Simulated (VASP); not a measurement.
Input of a VASP 6.6.1 run:

The input INCAR:

```
SYSTEM = SiC
PREC = Accurate ; ENCUT = 520
EDIFF = 1E-7 ; ISMEAR = 0
SIGMA = 0.05 ; LREAL = .FALSE.
LASPH = .TRUE. ; NELM = 100
ALGO = Normal ; ISIF = 2
LWAVE = .FALSE. ; LCHARG = .FALSE.
NBANDS = 16
```

File KPOINTS:

```
Automatic mesh
0
G
  12 12 6
  0 0 0
```

File POSCAR:

```
SiC
1.0
    3.0561890961      0.0000000000      0.0000000000
   -1.5280945481      2.6467373960      0.0000000000
    0.0000000000      0.0000000000      5.0161734257
Si C
2 2
Direct
    0.3333333333      0.6666666667      0.0046041256
    0.6666666667      0.3333333333      0.5046041256
    0.3333333333      0.6666666667      0.3504926021
    0.6666666667      0.3333333333      0.8504926021
```

Potentials or basis: VASP PAW LDA potentials, release 64 (Si, C).

The run is started by

```sh
$ cat potpaw_LDA.64/Si/POTCAR potpaw_LDA.64/C/POTCAR > POTCAR
$ mpirun -np 1 vasp_std > vasp.out
```

Task: Estimate the band gap on the k mesh.

Result: 1.08 eV, indirect (least direct gap 3.58 eV).

Task: Predict the pressure.

Result: 3.5 GPa.

Task: What does it give for the largest force?

Result: 3.778 eV/Å.

Stress tensor (GPa, compression positive):
```
-5.12  0.00  0.00
 0.00 -5.12  0.00
 0.00  0.00 20.85
```

Caveat: forces of over 1 eV/Å act on the atoms, so gaps and moduli don't describe the material at rest. A k mesh can miss the band edges.
